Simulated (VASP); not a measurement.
A run of VASP 6.6.1 is set up as follows.

INCAR

```
PREC = Accurate
ENCUT = 600
EDIFF = 1E-7
ISMEAR = -1
SIGMA = 0.02
LREAL = False
LASPH = True
NELM = 60
ALGO = Normal
ISIF = 3
LWAVE = False
LCHARG = False
GGA = PS
IBRION = 2
NSW = 80
EDIFFG = -0.01
```

File KPOINTS:

```
Automatic mesh
0
Gamma
  12 12 12
```

The input POSCAR:

```
BN
1.0
    0.0000000000      1.8075000000      1.8075000000
    1.8075000000      0.0000000000      1.8075000000
    1.8075000000      1.8075000000      0.0000000000
B N
1 1
Direct
    0.0000000000      0.0000000000      0.0000000000
    0.2500000000      0.2500000000      0.2500000000
```

Potentials or basis: VASP PAW PBE potentials, release 64 (B, N).

The run is started by

```sh
$ cat potpaw_PBE.64/B/POTCAR potpaw_PBE.64/N/POTCAR > POTCAR
$ mpirun -np 1 vasp_std > vasp.out
```

(1) Estimate the band gap on the k mesh.

(2) Estimate the space group after relaxing (to 0.1 Å).

(3) Estimate the relaxed cell.

Answers

(1) 4.28 eV (least direct gap 8.79 eV).

(2) F-43m (No. 216).

(3) a = 2.550 Å, b = 2.550 Å, c = 2.550 Å, α = 60.00°, β = 60.00°, γ = 60.00°.
